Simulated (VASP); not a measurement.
# MgO (Imm2) in VASP: single point with LDA

Aim: the single point of MgO with LDA.

Program: VASP 6.6.1. These are calculated values, not measurements. Logs are shortened: lines on timing, memory, paths and dates and some standing lists are left out, and cuts for length are marked.

**1. The cell of the first run**

Symmetry: Imm2, No. 44, orthorhombic system. The conventional cell has a = 3.020 Å, b = 4.270 Å, c = 3.020 Å, α = 90.00°, β = 90.00°, γ = 90.00°. Mg (site symmetry mm2) has 6 O at 2.04 to 2.24 Å within 2.7 Å. O (site symmetry mm2) has 6 Mg at 2.04 to 2.24 Å within 2.7 Å.

**2. Single point, LDA (atom 2 (O) moved by (-0.100, -0.100) A along x and y)**

INCAR

```
ALGO = Normal ; EDIFF = 1E-7
ENCUT = 520 ; GGA = CA
ISIF = 2 ; ISMEAR = 0
LASPH = T ; LCHARG = F
LREAL = F ; LWAVE = F
NBANDS = 11 ; NELM = 100
PREC = Accurate ; SIGMA = 0.05
```

KPOINTS

```
k-points
0
Gamma
  10 10 10
```

POSCAR

```
MgO
1.0
    0.0000000000      2.1351500000      2.1351500000
    2.1351500000      0.0000000000      2.1351500000
    2.1351500000      2.1351500000      0.0000000000
Mg O
1 1
Direct
    0.0000000000      0.0000000000      0.0000000000
    0.5000000000      0.5000000000      0.4531648830
```

Potentials or basis: VASP PAW LDA potentials, release 64 (Mg, O).

Launch:

```bash
> cat potpaw_LDA.64/Mg/POTCAR potpaw_LDA.64/O/POTCAR > POTCAR
> mpirun -np 1 vasp_std > vasp.out
```

OUTCAR:

```text
EDIFF = 1E-7
   ENCUT = 520
   GGA = CA
   ISIF = 2
   ISMEAR = 0
   LASPH = T
   LREAL = F
   NELM = 100
   PREC = Accurate

 ion  position               nearest neighbor table
   1  0.000  0.000  0.000-   2 2.04   2 2.04   2 2.14   2 2.14   2 2.24   2 2.24
   2  0.500  0.500  0.453-   1 2.04   1 2.04   1 2.14   1 2.14   1 2.24   1 2.24

  LATTYP: Found a face centered cubic cell.
 ALAT       =     4.2703000000

  Lattice vectors:

 A1 = (   0.0000000000,   2.1351500000,   2.1351500000)
 A2 = (   2.1351500000,   0.0000000000,   2.1351500000)
 A3 = (   2.1351500000,   2.1351500000,   0.0000000000)

Analysis of symmetry for initial positions (statically):
=====================================================================
 Subroutine PRICEL returns:
 Original cell was already a primitive cell.

 Routine SETGRP: Setting up the symmetry group for a
 face centered cubic supercell.

 Subroutine GETGRP returns: Found  4 space group operations
 (whereof  4 operations were pure point group operations)
 out of a pool of 48 trial point group operations.

The static configuration has the point symmetry C_2v.

Analysis of symmetry for dynamics (positions and initial velocities):
=====================================================================
 Subroutine PRICEL returns:
 Original cell was already a primitive cell.

 Routine SETGRP: Setting up the symmetry group for a
 face centered cubic supercell.

 Subroutine GETGRP returns: Found  4 space group operations
 (whereof  4 operations were pure point group operations)
 out of a pool of 48 trial point group operations.

The dynamic configuration has the point symmetry C_2v.

 Subroutine INISYM returns: Found  4 space group operations
 (whereof  4 operations are pure point group operations),
 and found     1 'primitive' translations

----------------------------------------------------------------------------------------

                                     Primitive cell

  volume of cell :      19.4677

  direct lattice vectors                    reciprocal lattice vectors
     0.000000000  2.135150000  2.135150000    -0.234175585  0.234175585  0.234175585
     2.135150000  0.000000000  2.135150000     0.234175585 -0.234175585  0.234175585
     2.135150000  2.135150000  0.000000000     0.234175585  0.234175585 -0.234175585

  length of vectors
     3.019558088  3.019558088  3.019558088     0.405604011  0.405604011  0.405604011

  position of ions in fractional coordinates (direct lattice)
     0.000000000  0.000000000  0.000000000
     0.500000000  0.500000000  0.453164883

  ion indices of the primitive-cell ions
   primitive index   ion index
                 1           1
                 2           2

----------------------------------------------------------------------------------------

 KPOINTS: k-points

Automatic generation of k-mesh.
 Grid dimensions read from file:
 generate k-points for:   10   10   10

 Generating k-lattice:

  Cartesian coordinates                     Fractional coordinates (reciprocal lattice)
    -0.023417558  0.023417558  0.023417558     0.100000000  0.000000000  0.000000000
     0.023417558 -0.023417558  0.023417558     0.000000000  0.100000000  0.000000000
     0.023417558  0.023417558 -0.023417558     0.000000000  0.000000000  0.100000000

  Length of vectors
     0.040560401  0.040560401  0.040560401

  Shift w.r.t. Gamma in fractional coordinates (k-lattice)
     0.000000000  0.000000000  0.000000000

 Subroutine IBZKPT returns following result:
 ===========================================

 Found    171 irreducible k-points:

 Following reciprocal coordinates:
            Coordinates               Weight
  0.000000  0.000000  0.000000      1.000000
  0.100000  0.000000  0.000000      4.000000
  0.000000  0.000000  0.100000      4.000000
  0.200000  0.000000  0.000000      4.000000
  0.000000  0.000000  0.200000      4.000000
  0.300000  0.000000  0.000000      4.000000
[... 16 lines left out ...]
  0.000000  0.400000  0.100000      8.000000
  0.100000  0.000000  0.400000      8.000000
 [... further k-points ...]
   k-points           NKPTS =    171   k-points in BZ     NKDIM =    171   number of bands    NBANDS=     11
   number of dos      NEDOS =    301   number of ions     NIONS =      2
   total plane-waves  NPLWV =  13824
   dimension x,y,z NGX =    24 NGY =   24 NGZ =   24
   dimension x,y,z NGXF=    48 NGYF=   48 NGZF=   48
   ions per type =               1   1
   NGX,Y,Z   is equivalent  to a cutoff of  13.21, 13.21, 13.21 a.u.
   NGXF,Y,Z  is equivalent  to a cutoff of  26.43, 26.43, 26.43 a.u.
 SYSTEM =  unknown system
   PREC   = accura    normal or accurate (medium, high low for compatibility)
   ISTART =      0    job   : 0-new  1-cont  2-samecut
   ICHARG =      2    charge: 1-file 2-atom 10-const
   ISPIN  =      1    spin polarized calculation?
   LNONCOLLINEAR =      F non collinear calculations
   LSORBIT =      F    spin-orbit coupling
   LASPH  =      T    aspherical Exc in radial PAW
   ENCUT  =  520.0 eV  38.22 Ry    6.18 a.u.   5.61  5.61  5.61*2*pi/ulx,y,z
   NELM   =    100;   NELMIN=  2; NELMDL= -5     # of ELM steps
   EDIFF  = 0.1E-06   stopping-criterion for ELM
   LREAL  =      F    real-space projection
   EDIFFG = 0.1E-05   stopping-criterion for IOM
   NSW    =      0    number of steps for IOM
   IBRION =     -1    ionic relax: 0-MD 1-quasi-New 2-CG
   NFREE  =      0    steps in history (QN), initial steepest desc. (CG)
   ISIF   =      2    stress and relaxation
   ISYM   =      2    0-nonsym 1-usesym 2-fastsym
   POTIM  = 0.5000    time-step for ionic-motion
   TEBEG  =    0.0;   TEEND  =   0.0 temperature during run
   PSTRESS=    0.0 pullay stress
   NELECT =       8.0000    total number of electrons
   NUPDOWN=      -1.0000    fix difference up-down
   EMIN   =  10.00;   EMAX   =-10.00  energy-range for DOS
   EFERMI =   0.00;   METHOD = LEGACY
   ISMEAR =     0;   SIGMA  =   0.05  broadening in eV -4-tet -1-fermi 0-gaus
   EFERMI_NEDOS =   21; number of points for ismear=-14 and -15
   IALGO  =     38    algorithm
   IMIX   =      4    mixing-type and parameters
     AMIX     =   0.40;   BMIX     =  1.00
     AMIX_MAG =   1.60;   BMIX_MAG =  1.00
  volume/ion in A,a.u.               =       9.73        65.69
  Fermi-wavevector in a.u.,A,eV,Ry     =   1.217119  2.300022 20.155386  1.481379
  Thomas-Fermi vector in A             =   2.352450
   LORBIT       =      0    0 simple, 1 ext, 2 COOP (PROOUT), +10 PAW based schemes
   GGA     = CA    functional components
   LHFCALC =     F    Hartree Fock is set to
   AEXX    =    0.0000 exact exchange contribution
   IVDW    =     0    specifies the selected vdW correction
   LEPSILON=     F    determine dielectric tensor
   LRPA    =     F    only Hartree local field effects (RPA)
 non-spin polarized calculation
 Gauss-broadening in eV      SIGMA  =   0.05
  energy-cutoff  :      520.00
  volume of cell :       19.47
 maximum number of plane-waves:       544
   NGX = 11   NGY = 11   NGZ = 11

 number of electron       8.0000001 magnetization

 Free energy of the ion-electron system (eV)
  ---------------------------------------------------
  ext. energy  EPLUGINS =         0.00000000
  ---------------------------------------------------
  free energy    TOTEN  =       -13.33246963 eV

  energy without entropy =      -13.33246963  energy(sigma->0) =      -13.33246963

 E-fermi :   2.8654     XC(G=0): -11.3874

 val. band max:        2.5604466109   @ k =   0.0000   0.0000   0.0000
 cond. band min:       6.8193918822   @ k =   0.0000   0.0000   0.0000
 fundamental gap:      4.2589452713
 Fermi energy:         2.8653868351

 k-point     1 :       0.0000    0.0000    0.0000
  band No.  band energies     occupation
      1     -14.2263      2.00000
      2       2.5277      2.00000
      3       2.5585      2.00000
      4       2.5604      2.00000
      5       6.8194      0.00000
      6      17.8695      0.00000
      7      17.9473      0.00000
      8      17.9846      0.00000
      9      21.7473      0.00000
     10      23.4076      0.00000
     11      23.4235      0.00000

 k-point     2 :       0.1000    0.0000    0.0000
  band No.  band energies     occupation
      1     -14.1242      2.00000
      2       1.8826      2.00000
      3       2.4863      2.00000
      4       2.5091      2.00000
      5       7.4446      0.00000
      6      16.6442      0.00000
      7      18.1347      0.00000
      8      18.2141      0.00000
      9      22.5876      0.00000
     10      22.6008      0.00000
     11      23.3245      0.00000

 k-point     3 :       0.0000    0.0000    0.1000
  band No.  band energies     occupation
      1     -14.1242      2.00000
      2       1.9053      2.00000
      3       2.4647      2.00000
      4       2.5001      2.00000
      5       7.4503      0.00000
      6      16.7118      0.00000
      7      18.0879      0.00000
      8      18.1836      0.00000
      9      22.5812      0.00000
     10      22.6206      0.00000
     11      23.3349      0.00000

 k-point     4 :       0.2000    0.0000    0.0000
  band No.  band energies     occupation
      1     -13.8432      2.00000
      2       0.5978      2.00000
      3       2.3286      2.00000
      4       2.3529      2.00000
      5       8.6228      0.00000
      6      15.1186      0.00000
      7      18.5238      0.00000
      8      18.5781      0.00000
      9      21.9077      0.00000
     10      21.9701      0.00000
     11      23.8867      0.00000
[... 239 lines left out ...]
 k-point    22 :       0.4000    0.1000    0.0000
  band No.  band energies     occupation
      1     -13.1742      2.00000
      2      -1.2697      2.00000
      3       1.7863      2.00000
      4       1.9343      2.00000
      5      10.3124      0.00000
      6      14.1012      0.00000
      7      17.2449      0.00000
      8      18.8060      0.00000
      9      21.9025      0.00000
     10      23.9835      0.00000
     11      24.6734      0.00000

 k-point    23 :       0.0000    0.4000    0.1000
  band No.  band energies     occupation
      1     -13.1743      2.00000
      2      -1.2669      2.00000
      3       1.8053      2.00000
      4       1.9165      2.00000
      5      10.3030      0.00000
      6      14.0971      0.00000
      7      17.3705      0.00000
      8      18.6070      0.00000
      9      22.0496      0.00000
     10      24.0882      0.00000
     11      24.4681      0.00000

 k-point    24 :       0.1000    0.0000    0.4000
  band No.  band energies     occupation
      1     -13.1737      2.00000
      2      -1.2615      2.00000
      3       1.7714      2.00000
      4       1.9114      2.00000
      5      10.3308      0.00000
      6      14.1443      0.00000
      7      17.3861      0.00000
      8      18.6445      0.00000
      9      21.9076      0.00000
     10      24.1186      0.00000
     11      24.4573      0.00000

 [... further k-points ...]

------------------------ aborting loop because EDIFF is reached ----------------------------------------

  FORCE on cell =-STRESS in cart. coord.  units (eV):
  Direction    XX          YY          ZZ          XY          YZ          ZX
  --------------------------------------------------------------------------------------
  -------------------------------------------------------------------------------------
  Total       -1.2879413     -1.2879413     -1.6438299     -0.0424079      0.0000000      0.0000000
  in kB     -105.9964931   -105.9964931   -135.2858220     -3.4901329      0.0000000      0.0000000
  external PRESSURE =    -115.7596027 kB  Pullay stress =       0.0000000 kB

 VOLUME and BASIS-vectors are now :
 -----------------------------------------------------------------------------
  energy-cutoff  :      520.00
  volume of cell :       19.47
      direct lattice vectors                 reciprocal lattice vectors
     0.000000000  2.135150000  2.135150000    -0.234175585  0.234175585  0.234175585
     2.135150000  0.000000000  2.135150000     0.234175585 -0.234175585  0.234175585
     2.135150000  2.135150000  0.000000000     0.234175585  0.234175585 -0.234175585

 POSITION                                       TOTAL-FORCE (eV/Angst)
 -----------------------------------------------------------------------------------
      0.00000      0.00000      0.00000        -0.421453     -0.421453      0.000000
      2.03515      2.03515      2.13515         0.421453      0.421453      0.000000
 -----------------------------------------------------------------------------------
    total drift:                                0.000344      0.000344      0.000001

  FREE ENERGIE OF THE ION-ELECTRON SYSTEM (eV)
  ---------------------------------------------------
  free  energy   TOTEN  =       -13.3324696267 eV

  energy  without entropy=      -13.3324696267  energy(sigma->0) =      -13.33246963
```

Wall time 18 s (1 thread of Intel Xeon Platinum 8488C (Sapphire Rapids), shared host); peak memory 0.16 GiB.

Results:

| Item | Value |
| --- | --- |
| Free energy | -13.3325 eV |
| Pressure | -11.6 GPa |
| Largest force | 0.596 eV/Å |
| Band gap on the k mesh | 4.26 eV, direct |

Forces on the atoms (eV/Å):
```
Mg  -0.421 -0.421  0.000
O    0.421  0.421  0.000
```

Levels at points of the mesh, in eV from the valence-band top:
```csv
k point,band 1,band 2,band 3,band 4,band 5,band 6,band 7,band 8,band 9
"(0.00, 0.00, 0.00)",-16.79,-0.03,0.00,0.00,4.26,15.31,15.39,15.42,19.19
"(0.50, 0.00, 0.00)",-15.55,-4.51,-0.61,-0.59,7.47,11.83,15.55,15.70,19.90
"(0.00, 0.00, 0.50)",-15.55,-4.50,-0.64,-0.60,7.51,11.89,15.57,15.65,19.93
"(0.50, 0.50, 0.00)",-15.29,-3.97,-1.33,-1.30,8.91,9.19,12.49,17.97,18.21
"(0.00, 0.50, 0.50)",-15.29,-3.96,-1.31,-1.31,8.89,9.17,12.49,18.03,18.12
```

Caveat: the cell differs from its parent crystal (atom 2 (O) moved by (-0.100, -0.100) A along x and y).
